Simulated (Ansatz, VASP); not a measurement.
**Ge in VASP and in Ansatz**

INCAR

```
ALGO = Normal ; EDIFF = 1E-6
ENCUT = 520 ; GGA = CA
ISIF = 2 ; ISMEAR = -1
LASPH = True ; LCHARG = False
LREAL = False ; LWAVE = False
NBANDS = 21 ; NELM = 80
PREC = Accurate ; SIGMA = 0.05
```

KPOINTS

```
k-points
0
Gamma
  10 10 10
```

File POSCAR:

```
Ge
1.0
    0.0000000000      2.7721946000      2.8287700000
    2.7721946000      0.0000000000      2.8287700000
    2.7721946000      2.7721946000      0.0000000000
Ge
2
Direct
    0.5000000000      0.5000000000      0.5000000000
    0.7500000000      0.7500000000      0.7500000000
```

Input for Ansatz:

```yaml
crystal:
  lattice:
    - [0.0, 2.7721946, 2.82877]
    - [2.7721946, 0.0, 2.82877]
    - [2.7721946, 2.7721946, 0.0]
  atoms:
    - { symbol: Ge, position: [0.5, 0.5, 0.5] }
    - { symbol: Ge, position: [0.75, 0.75, 0.75] }
kpoints:
  mp_grid: { grid: [10, 10, 10] }
  band_path:
    path:
      - [0.0, 0.0, 0.0]
      - [0.0, 0.5, 0.5]
      - [0.25, 0.75, 0.5]
      - [0.0, 0.5, 0.0]
      - [0.0, 0.0, 0.0]
      - [0.5, 0.5, 0.0]
      - [0.37005, 0.62995, 0.0]
      - [-0.37005, 0.37005, 0.0]
      - [0.0, 0.0, 0.0]
    npoints: 5
scf:
  occupations: { method: fermi_dirac, width: 0.05 }
hamiltonian:
  xc: lda
  pseudopotentials: { kind: all_electron, lapw: { basis_error: 0.00025 } }
output:
  forces: true
  stress: true
  eigenvalues: true
```

Change from the starting cell: equal xx and yy strain of -2 %.

Alike in both runs: task single point; functional LDA; k mesh 10 × 10 × 10; occupations fermi-dirac, width 0.05 eV; no spin polarisation.

|  | VASP | Ansatz |
| --- | --- | --- |
| version | VASP 6.6.1 | Ansatz 0.2.0 |
| potentials or method | VASP PAW LDA potentials, release 64 (Ge_d), cutoff 520 eV | all-electron LAPW, scalar-relativistic |

```tsv
	VASP	Ansatz	Ansatz less VASP
pressure (GPa)	1.9	1.6	-0.25
traceless stress, the component that is largest in VASP (GPa)	-1.07	-1.06	+0.008
```

LDA's correlation is that of Perdew and Zunger in VASP and of Perdew and Wang (1992) in Ansatz. Ansatz ran all-electron here, and VASP with PAW potentials.
